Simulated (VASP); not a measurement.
BaHfO3: single point with LDA

Crystal: BaHfO3.

```xyz
5
Lattice="4.1696 0.0000 0.0000 0.0000 4.1696 0.0000 0.0000 0.0000 4.1704" Properties=species:S:1:pos:R:3 pbc="T T T"
Ba    2.0848    2.0848    4.1555
Hf    0.0000    0.0000    2.0763
O     0.0000    2.0848    2.0806
O     2.0848    0.0000    2.0806
O     0.0000    0.0000    4.1618
```

| Property | Result |
| --- | --- |
| Program | VASP 6.6.1 |
| Task | single point |
| Functional | LDA |
| Potentials or basis | VASP PAW LDA potentials, release 64 (Ba_sv, Hf_pv, O) |
| Cutoff | 600 eV |
| k mesh | 4 × 4 × 4 |
| Occupations | tetrahedron |
| Spin | no spin polarisation |
| Dipole correction | no |
| Further INCAR settings | ALGO = Normal; EDIFF = 1e-06; NBANDS = 27 |

```json
{"Pressure": "-6.1 GPa", "Largest force": "0.019 eV/Å", "Band gap on the k mesh": "3.41 eV, indirect (least direct gap 3.62 eV)"}
```

Forces in eV/Å, atoms in the order of the input:
```
Ba   0.000  0.000  0.019
Hf   0.000  0.000 -0.015
O    0.000  0.000 -0.011
O    0.000  0.000 -0.011
O    0.000  0.000  0.019
```

Levels at points of the mesh, in eV from the valence-band top:
| k point | band 16 | band 17 | band 18 | band 19 | band 20 | band 21 | band 22 | band 23 |
| --- | --- | --- | --- | --- | --- | --- | --- | --- |
| (0.00, 0.00, 0.00) | -1.00 | -0.21 | -0.21 | -0.21 | 3.41 | 3.41 | 3.41 | 4.56 |
| (0.50, 0.00, 0.00) | -1.76 | -1.74 | -0.52 | -0.52 | 3.97 | 6.24 | 6.24 | 6.41 |
| (0.50, 0.50, 0.00) | -1.00 | -0.93 | -0.93 | -0.08 | 6.15 | 6.15 | 6.58 | 6.82 |
| (0.00, 0.00, 0.50) | -1.76 | -1.74 | -0.52 | -0.52 | 3.97 | 6.24 | 6.24 | 6.41 |
| (0.50, 0.00, 0.50) | -1.00 | -0.93 | -0.93 | -0.08 | 6.15 | 6.15 | 6.58 | 6.82 |
| (0.50, 0.50, 0.50) | -2.54 | 0.00 | 0.00 | 0.00 | 5.98 | 5.98 | 5.98 | 7.73 |

It took 19 s on 1 thread of Intel(R) Xeon(R) Platinum 8559C (Emerald Rapids), with other jobs on the host, peak memory 0.2 GiB.

Caveat: spin-orbit coupling is left out, which moves the levels of the heavy elements. A k mesh can miss the band edges.
